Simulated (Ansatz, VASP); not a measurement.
**Two plane-wave programs on TiC**

```
Ti C
1.0
     0.00000    2.16633    2.16633
     2.16633    0.00000    2.16633
     2.16633    2.16633    0.00000
Ti C
1 1
Cartesian
  0.0000 0.0000 0.0000
  2.1663 2.1663 2.1663
```

Alike in both runs: functional PBE; k mesh 15 × 15 × 15; occupations fermi-dirac, width 0.05 eV; no spin polarisation.

Ansatz relaxed the structure, and its values are those at the end. VASP's run is a single point on that final structure, the one shown.

```csv
,VASP,Ansatz
version,VASP 6.6.1,Ansatz 0.2.0
potentials or method,"VASP PAW PBE potentials, release 64 (Ti_sv, C)","PAW with Ansatz's default frozen-core files, scalar-relativistic"
plane-wave cutoff (eV),520,420
valence electrons in the cell,16,16
```

|  | VASP | Ansatz | Ansatz less VASP |
| --- | --- | --- | --- |
| pressure (GPa) | 0.2 | 0.0 | -0.19 |

The functional is the same, so the differences come from potentials, cutoffs and numerics.
